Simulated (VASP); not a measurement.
TiO2: single point with LDA

TiO2:

```
Ti O
1.0
     2.70603   -2.70666    0.00000
     2.70603    2.70666    0.00000
    -2.63353    0.00000    4.79664
Ti O
2 4
Direct
  0.13411 0.86589 0.25000
  0.86589 0.13411 0.75000
  0.33122 0.08876 0.66715
  0.66878 0.91124 0.33285
  0.91124 0.66878 0.83285
  0.08876 0.33122 0.16715
```

```json
{
  "Program": "VASP 6.6.1",
  "Task": "single point",
  "Functional": "LDA",
  "Potentials or basis": "VASP PAW LDA potentials, release 64 (Ti_sv, O)",
  "Cutoff": "600 eV",
  "k mesh": "12 × 12 × 8",
  "Occupations": "gaussian, width 0.02 eV",
  "Spin": "no spin polarisation",
  "Dipole correction": "no",
  "Further INCAR settings": "ALGO = Normal; EDIFF = 1e-06; NBANDS = 33"
}
```

```json
{
 "Pressure": "-12.2 GPa",
 "Largest force": "0.315 eV/Å",
 "Band gap on the k mesh": "1.92 eV (least direct gap 2.28 eV)"
}
```

Forces in eV/Å, atoms in the order of the input:
```
Ti   0.000  0.066  0.000
Ti   0.000 -0.066  0.000
O    0.012 -0.045 -0.311
O   -0.012  0.045  0.311
O   -0.012 -0.045  0.311
O    0.012  0.045 -0.311
```

Stress tensor (GPa, compression positive):
```
-12.23   0.00  -0.42
  0.00 -12.26   0.00
 -0.42   0.00 -11.97
```

Levels at points of the mesh, in eV from the valence-band top:
```tsv
k point	band 21	band 22	band 23	band 24	band 25	band 26	band 27	band 28
(0.00, 0.00, 0.00)	-0.81	-0.76	-0.48	-0.48	1.92	2.65	3.69	3.70
(0.50, 0.00, 0.00)	-1.93	-0.96	-0.91	-0.65	3.08	3.24	3.28	3.52
(0.50, 0.50, 0.00)	-2.24	-1.93	-0.05	-0.03	3.11	3.14	3.42	3.77
(0.00, 0.00, 0.50)	-1.29	-1.29	-0.16	-0.16	2.27	2.27	3.52	3.52
(0.50, 0.00, 0.50)	-1.91	-0.94	-0.91	-0.65	2.93	3.35	3.36	3.41
(0.50, 0.50, 0.50)	-2.08	-2.08	-0.06	-0.06	3.13	3.13	3.60	3.60
```

Wall time 16 min on 1 thread of Oxide Virtual Turin-like Processor, on a shared host, peak memory 0.69 GiB.

Caveat: the cell stands under tension. A k mesh can miss the band edges.
